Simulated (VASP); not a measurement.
# GaAs (F-43m) in VASP: G0W0 quasiparticle levels with PBEsol

Aim: the G0W0 quasiparticle levels of GaAs with PBEsol.

All numbers are computed with VASP 6.6.1; they aren't measurements. Logs are shortened: lines on timing, memory, paths and dates and some standing lists are left out, and cuts for length are marked.

**1. The cell of the first run**

It takes space group F-43m (No. 216, cubic). Conventional cell: a = 5.602 Å, b = 5.602 Å, c = 5.602 Å, α = 90.00°, β = 90.00°, γ = 90.00°. Within 3.2 Å of Ga (site symmetry -43m) lie 4 As at 2.43 Å. As (site symmetry -43m) has 4 Ga at 2.43 Å within 3.2 Å.

**2. G0W0 quasiparticle levels, PBEsol**

File POSCAR:

```
GaAs
1.0
    0.0000000000      2.8012231264      2.8012231264
    2.8012231264      0.0000000000      2.8012231264
    2.8012231264      2.8012231264      0.0000000000
Ga As
1 1
Direct
    0.0000000000      0.0000000000      0.0000000000
    0.2500000000      0.2500000000      0.2500000000
```

File INCAR.step1:

```
SYSTEM = GaAs
  PREC = Accurate
  ENCUT = 500
  EDIFF = 1E-8
  ISMEAR = 0
  SIGMA = 0.01
  LREAL = .FALSE.
  LASPH = .TRUE.
  NELM = 100
  ALGO = Normal
  LWAVE = .TRUE.
  LCHARG = .FALSE.
  GGA = PS
```

File INCAR.step2:

```
SYSTEM = GaAs
  PREC = Accurate
  ENCUT = 500
  EDIFF = 1E-8
  ISMEAR = 0
  SIGMA = 0.01
  LREAL = .FALSE.
  LASPH = .TRUE.
  NELM = 1
  ALGO = Exact
  LWAVE = .TRUE.
  LCHARG = .FALSE.
  GGA = PS
  NBANDS = 108
  LOPTICS = .TRUE.
  ISTART = 1
```

File INCAR.step3:

```
SYSTEM = GaAs
  PREC = Accurate
  ENCUT = 500
  EDIFF = 1E-8
  ISMEAR = 0
  SIGMA = 0.01
  LREAL = .FALSE.
  LASPH = .TRUE.
  ALGO = EVGW0
  LWAVE = .FALSE.
  LCHARG = .FALSE.
  GGA = PS
  NELMGW = 1
  NBANDS = 108
  ENCUTGW = 100.0
  NOMEGA = 48
  PRECFOCK = Fast
  ISTART = 1
  NBANDSGW = 17
```

File KPOINTS:

```
regular mesh
0
G
  4 4 4
  0 0 0
```

Potentials or basis: VASP PAW PBE potentials, release 64 (Ga_d_GW, As_GW).

On the command line:

```console
$ cat potpaw_PBE.64/Ga_d_GW/POTCAR potpaw_PBE.64/As_GW/POTCAR > POTCAR
$ cp INCAR.step1 INCAR
$ mpirun -np 1 vasp_std > vasp.out
$ cp INCAR.step2 INCAR
$ mpirun -np 1 vasp_std > vasp.out
$ cp INCAR.step3 INCAR
$ mpirun -np 1 vasp_std > vasp.out
```

OUTCAR:

```text
SYSTEM = GaAs
   PREC = Accurate
   ENCUT = 500
   EDIFF = 1E-8
   ISMEAR = 0
   LREAL = .FALSE.
   LASPH = .TRUE.
   GGA = PS
   NELMGW = 1
   ENCUTGW = 100.0
   PRECFOCK = Fast
   ISTART = 1

 ion  position               nearest neighbor table
   1  0.000  0.000  0.000-   2 2.43   2 2.43   2 2.43   2 2.43
   2  0.250  0.250  0.250-   1 2.43   1 2.43   1 2.43   1 2.43

  LATTYP: Found a face centered cubic cell.
 ALAT       =     5.6024462528

  Lattice vectors:

 A1 = (   0.0000000000,   2.8012231264,   2.8012231264)
 A2 = (   2.8012231264,   0.0000000000,   2.8012231264)
 A3 = (   2.8012231264,   2.8012231264,   0.0000000000)

Analysis of symmetry for initial positions (statically):
=====================================================================
 Subroutine PRICEL returns:
 Original cell was already a primitive cell.

 Routine SETGRP: Setting up the symmetry group for a
 face centered cubic supercell.

 Subroutine GETGRP returns: Found 24 space group operations
 (whereof 24 operations were pure point group operations)
 out of a pool of 48 trial point group operations.

The static configuration has the point symmetry T_d .

Analysis of symmetry for dynamics (positions and initial velocities):
=====================================================================
 Subroutine PRICEL returns:
 Original cell was already a primitive cell.

 Routine SETGRP: Setting up the symmetry group for a
 face centered cubic supercell.

 Subroutine GETGRP returns: Found 24 space group operations
 (whereof 24 operations were pure point group operations)
 out of a pool of 48 trial point group operations.

The dynamic configuration has the point symmetry T_d .

 Subroutine INISYM returns: Found 24 space group operations
 (whereof 24 operations are pure point group operations),
 and found     1 'primitive' translations

----------------------------------------------------------------------------------------

                                     Primitive cell

  volume of cell :      43.9616

  direct lattice vectors                    reciprocal lattice vectors
     0.000000000  2.801223126  2.801223126    -0.178493457  0.178493457  0.178493457
     2.801223126  0.000000000  2.801223126     0.178493457 -0.178493457  0.178493457
     2.801223126  2.801223126  0.000000000     0.178493457  0.178493457 -0.178493457

  length of vectors
     3.961527737  3.961527737  3.961527737     0.309159737  0.309159737  0.309159737

  position of ions in fractional coordinates (direct lattice)
     0.000000000  0.000000000  0.000000000
     0.250000000  0.250000000  0.250000000

  ion indices of the primitive-cell ions
   primitive index   ion index
                 1           1
                 2           2

----------------------------------------------------------------------------------------

 KPOINTS: regular mesh

Automatic generation of k-mesh.
 Grid dimensions read from file:
 generate k-points for:    4    4    4

 Generating k-lattice:

  Cartesian coordinates                     Fractional coordinates (reciprocal lattice)
    -0.044623364  0.044623364  0.044623364     0.250000000  0.000000000  0.000000000
     0.044623364 -0.044623364  0.044623364     0.000000000  0.250000000  0.000000000
     0.044623364  0.044623364 -0.044623364     0.000000000  0.000000000  0.250000000

  Length of vectors
     0.077289934  0.077289934  0.077289934

  Shift w.r.t. Gamma in fractional coordinates (k-lattice)
     0.000000000  0.000000000  0.000000000

 Subroutine IBZKPT returns following result:
 ===========================================

 Found      8 irreducible k-points:

 Following reciprocal coordinates:
            Coordinates               Weight
  0.000000  0.000000  0.000000      1.000000
  0.250000  0.000000  0.000000      8.000000
  0.500000  0.000000  0.000000      4.000000
  0.250000  0.250000  0.000000      6.000000
  0.500000  0.250000  0.000000     24.000000
 -0.250000  0.250000  0.000000     12.000000
  0.500000  0.500000  0.000000      3.000000
 -0.250000  0.500000  0.250000      6.000000
   k-points           NKPTS =      8   k-points in BZ     NKDIM =     64   number of bands    NBANDS=    108
   number of dos      NEDOS =    301   number of ions     NIONS =      2
   total plane-waves  NPLWV =  27000
   dimension x,y,z NGX =    30 NGY =   30 NGZ =   30
   dimension x,y,z NGXF=    60 NGYF=   60 NGZF=   60
   ions per type =               1   1
   NGX,Y,Z   is equivalent  to a cutoff of  12.59, 12.59, 12.59 a.u.
   NGXF,Y,Z  is equivalent  to a cutoff of  25.18, 25.18, 25.18 a.u.
 SYSTEM =  GaAs
   PREC   = accura    normal or accurate (medium, high low for compatibility)
   ISTART =      1    job   : 0-new  1-cont  2-samecut
   ICHARG =      0    charge: 1-file 2-atom 10-const
   ISPIN  =      1    spin polarized calculation?
   LNONCOLLINEAR =      F non collinear calculations
   LSORBIT =      F    spin-orbit coupling
   LASPH  =      T    aspherical Exc in radial PAW
   ENCUT  =  500.0 eV  36.75 Ry    6.06 a.u.   7.22  7.22  7.22*2*pi/ulx,y,z
   NELM   =     60;   NELMIN=  2; NELMDL=  0     # of ELM steps
   EDIFF  = 0.1E-07   stopping-criterion for ELM
   LREAL  =      F    real-space projection
   EDIFFG = 0.1E-06   stopping-criterion for IOM
   NSW    =      0    number of steps for IOM
   IBRION =     -1    ionic relax: 0-MD 1-quasi-New 2-CG
   NFREE  =      0    steps in history (QN), initial steepest desc. (CG)
   ISIF   =      0    stress and relaxation
   ISYM   =      3    0-nonsym 1-usesym 2-fastsym
   POTIM  = 0.5000    time-step for ionic-motion
   TEBEG  =    0.0;   TEEND  =   0.0 temperature during run
   PSTRESS=    0.0 pullay stress
   NELECT =      18.0000    total number of electrons
   NUPDOWN=      -1.0000    fix difference up-down
   EMIN   =  10.00;   EMAX   =-10.00  energy-range for DOS
   EFERMI =   0.00;   METHOD = LEGACY
   ISMEAR =     0;   SIGMA  =   0.01  broadening in eV -4-tet -1-fermi 0-gaus
   EFERMI_NEDOS =   21; number of points for ismear=-14 and -15
   IALGO  =     38    algorithm
   IMIX   =      4    mixing-type and parameters
     AMIX     =   0.40;   BMIX     =  1.00
     AMIX_MAG =   1.60;   BMIX_MAG =  1.00
  volume/ion in A,a.u.               =      21.98       148.33
  Fermi-wavevector in a.u.,A,eV,Ry     =   1.215648  2.297242 20.106702  1.477801
  Thomas-Fermi vector in A             =   2.351028
   LORBIT       =      0    0 simple, 1 ext, 2 COOP (PROOUT), +10 PAW based schemes
   GGA     = PS    functional components
   LHFCALC =     T    Hartree Fock is set to
   PRECFOCK=fast      Normal, Fast or Accurate (Low or Medium for compatibility)
   ENCUT4O =  -1.0   cutoff for four orbital integrals eV
   NKREDX  =     1    reduce k-point grid by
   NKREDY  =     1    reduce k-point grid by
   NKREDZ  =     1    reduce k-point grid by
   AEXX    =    1.0000 exact exchange contribution
   HFSCREEN=    0.0000 screening length (either q_TF or 0.3 A-1)
   HFSCREENC=   0.0000 screening length for correlation (either q_TF or 0.3 A-1)
   ENCUTFOCK=  -1.0 apply spherical cutoff to Coloumb kernel
   IVDW    =     0    specifies the selected vdW correction
   LEPSILON=     F    determine dielectric tensor
   LRPA    =     F    only Hartree local field effects (RPA)
   LRPAFORCE           =     F    calculate RPA forces
   ENCUTGW             = 100.0    cutoff for response function in eV
   ENCUTGWSOFT         =  80.0    soft cutoff for Coulomb kernel in GW response function in eV
   ENCUTLF             =  -1.0    cutoff for local field effects
   NELMGW              =     1    number of iterations in solving QP/BSE equation
   NELMHF              =     1    number of iterations in the inner HF iteration
   NKREDLFX            =     1    NKREDLFY  =   1   NKREDLFZ  =   1
 non-spin polarized calculation
 Gauss-broadening in eV      SIGMA  =   0.01
  energy-cutoff  :      500.00
  volume of cell :       43.96
 maximum number of plane-waves:      1139
 NGX is ok and might be reduce to    30
  NGX = 16; NGY = 16; NGZ = 16
   NGX = 15   NGY = 15   NGZ = 15
 maximum number of plane-waves:       113
 NGX is ok and might be reduce to    14

 QP shifts <psi_nk| G(iteration)W_0 |psi_nk>: iteration 1
 for sc-GW calculations column KS-energies equals QP-energies in previous step
 and V_xc(KS)=  KS-energies - (<T + V_ion + V_H > + <T+V_H+V_ion>^1  + <V_x>^1)

 k-point   1 :       0.0000    0.0000    0.0000
  band No.  KS-energies  QP-energies   sigma(KS)   V_xc(KS)     V^pw_x(r,r')   Z            occupation Imag(sigma)

      1     -10.8609     -13.4710     -25.5088     -21.6672     -34.9950       0.6794       2.0000       0.2865
      2     -10.8609     -13.4710     -25.5088     -21.6672     -34.9950       0.6794       2.0000       0.2865
      3     -10.8609     -13.4710     -25.5088     -21.6672     -34.9950       0.6794       2.0000       0.2865
      4     -10.7755     -13.4118     -25.6493     -21.7755     -35.1157       0.6805       2.0000       0.2550
      5     -10.7755     -13.4118     -25.6493     -21.7755     -35.1157       0.6805       2.0000       0.2550
      6      -8.9320      -9.2364     -11.7564     -11.2834     -18.1756       0.6435       2.0000       0.9989
[... 9 lines left out ...]
     16      14.1543      14.2172      -9.9672     -10.0508      -4.5827       0.7535       0.0000      -0.3127
     17      15.4715      15.5127      -8.0092      -8.0638      -2.2711       0.7553       0.0000      -0.4293

 k-point   2 :       0.2500    0.0000    0.0000
  band No.  KS-energies  QP-energies   sigma(KS)   V_xc(KS)     V^pw_x(r,r')   Z            occupation Imag(sigma)

      1     -10.9090     -13.4509     -25.1556     -21.4061     -34.5952       0.6779       2.0000       0.3051
      2     -10.8484     -13.4619     -25.5355     -21.6907     -35.0242       0.6797       2.0000       0.2847
      3     -10.8484     -13.4619     -25.5355     -21.6907     -35.0242       0.6797       2.0000       0.2847
      4     -10.7749     -13.4148     -25.6481     -21.7761     -35.1178       0.6818       2.0000       0.2549
      5     -10.7749     -13.4148     -25.6481     -21.7761     -35.1178       0.6818       2.0000       0.2549
      6      -8.2056      -8.5631     -12.2188     -11.6837     -18.4419       0.6681       2.0000       0.9469
[... 9 lines left out ...]
     16      12.9926      13.0270      -9.2884      -9.3338      -4.0414       0.7583       0.0000      -0.2796
     17      15.9422      16.1406      -8.9004      -9.1634      -2.9501       0.7544       0.0000      -0.5130

 k-point   3 :       0.5000    0.0000    0.0000
  band No.  KS-energies  QP-energies   sigma(KS)   V_xc(KS)     V^pw_x(r,r')   Z            occupation Imag(sigma)

      1     -10.9492     -13.4492     -24.9512     -21.2561     -34.3661       0.6766       2.0000       0.3158
      2     -10.8394     -13.4545     -25.5493     -21.7023     -35.0361       0.6798       2.0000       0.2829
      3     -10.8394     -13.4545     -25.5493     -21.7023     -35.0361       0.6798       2.0000       0.2829
      4     -10.7708     -13.4113     -25.6594     -21.7892     -35.1370       0.6823       2.0000       0.2564
      5     -10.7708     -13.4113     -25.6594     -21.7892     -35.1370       0.6823       2.0000       0.2564
      6      -7.0615      -7.4351     -12.8673     -12.3171     -18.7385       0.6789       2.0000       0.8245
[... 9 lines left out ...]
     16      15.9433      16.1224      -9.6116      -9.8512      -3.5755       0.7475       0.0000      -0.5266
     17      16.6764      17.1158     -10.1114     -10.7037      -3.7718       0.7419       0.0000      -0.6529

 k-point   4 :       0.2500    0.2500    0.0000
  band No.  KS-energies  QP-energies   sigma(KS)   V_xc(KS)     V^pw_x(r,r')   Z            occupation Imag(sigma)

      1     -10.9312     -13.4590     -25.0986     -21.3661     -34.5359       0.6772       2.0000       0.3082
      2     -10.8342     -13.4563     -25.5731     -21.7207     -35.0657       0.6806       2.0000       0.2830
      3     -10.8342     -13.4563     -25.5731     -21.7207     -35.0657       0.6806       2.0000       0.2830
      4     -10.7885     -13.4108     -25.5987     -21.7351     -35.0598       0.6787       2.0000       0.2569
      5     -10.7683     -13.4095     -25.6611     -21.7896     -35.1356       0.6822       2.0000       0.2546
      6      -7.9604      -8.3144     -12.2705     -11.7419     -18.4119       0.6697       2.0000       0.9291
[... 37 lines left out ...]
      2     -10.8354     -13.4557     -25.5623     -21.7090     -35.0480       0.6800       2.0000       0.2800
      3     -10.8329     -13.4530     -25.5723     -21.7238     -35.0669       0.6808       2.0000       0.2837
      4     -10.7774     -13.4094     -25.6368     -21.7681     -35.1066       0.6803       2.0000       0.2550
      5     -10.7751     -13.4103     -25.6434     -21.7735     -35.1160       0.6809       2.0000       0.2557
      6      -7.2042      -7.5674     -12.6523     -12.1164     -18.5598       0.6778       2.0000       0.8431
[... 9 lines left out ...]
     16      16.7694      16.9881      -9.2637      -9.5556      -3.1888       0.7491       0.0000      -0.5764
     17      17.3097      17.4132      -8.5203      -8.6578      -2.6425       0.7531       0.0000      -0.5412

 k-point   7 :       0.5000    0.5000    0.0000
  band No.  KS-energies  QP-energies   sigma(KS)   V_xc(KS)     V^pw_x(r,r')   Z            occupation Imag(sigma)

      1     -10.9823     -13.4718     -24.9247     -21.2404     -34.3455       0.6757       2.0000       0.3175
      2     -10.8057     -13.4348     -25.6074     -21.7497     -35.0935       0.6815       2.0000       0.2736
      3     -10.8057     -13.4348     -25.6074     -21.7497     -35.0935       0.6815       2.0000       0.2736
      4     -10.8057     -13.4348     -25.6074     -21.7497     -35.0935       0.6815       2.0000       0.2736
      5     -10.7609     -13.4036     -25.6706     -21.8037     -35.1530       0.6834       2.0000       0.2541
      6      -6.2756      -6.6024     -12.9803     -12.5082     -18.5873       0.6922       2.0000       0.7538
[... 9 lines left out ...]
     16      17.4201      17.4923     -10.0366     -10.1329      -4.1184       0.7501       0.0000      -0.5797
     17      17.4809      17.9228      -9.9854     -10.5839      -3.6452       0.7382       0.0000      -0.6676

 k-point   8 :      -0.2500    0.5000    0.2500
  band No.  KS-energies  QP-energies   sigma(KS)   V_xc(KS)     V^pw_x(r,r')   Z            occupation Imag(sigma)

      1     -10.9684     -13.4523     -24.9292     -21.2502     -34.3543       0.6752       2.0000       0.3189
      2     -10.8267     -13.4569     -25.5936     -21.7359     -35.0850       0.6818       2.0000       0.2787
      3     -10.8122     -13.4371     -25.5987     -21.7456     -35.0920       0.6812       2.0000       0.2785
      4     -10.7874     -13.4195     -25.6213     -21.7554     -35.0912       0.6809       2.0000       0.2578
      5     -10.7711     -13.4044     -25.6446     -21.7794     -35.1201       0.6813       2.0000       0.2547
      6      -6.2084      -6.5419     -13.1207     -12.6396     -18.7331       0.6931       2.0000       0.7391
[... 9 lines left out ...]
     16      17.3849      17.5781      -9.5424      -9.8003      -3.4339       0.7491       0.0000      -0.6453
     17      17.8227      18.0490      -9.9335     -10.2380      -3.6099       0.7431       0.0000      -0.6457
```

It took 2.3 min on 1 thread of Intel Xeon Platinum 8375C at 2.90GHz (Ice Lake), shared host; peak memory 0.38 GiB.

What came out:

```
Quasiparticle gap                                   : 1.62 eV
Least direct quasiparticle gap                      : 1.62 eV
Band gap of the starting levels on the mesh         : 0.64 eV
Least direct gap of the starting levels on the mesh : 0.64 eV
```

Caveat: the k points lie up to 0.49 Å⁻¹ apart; bands, screening cutoff and mesh are small and nothing is extrapolated, so the quasiparticle values aren't converged.
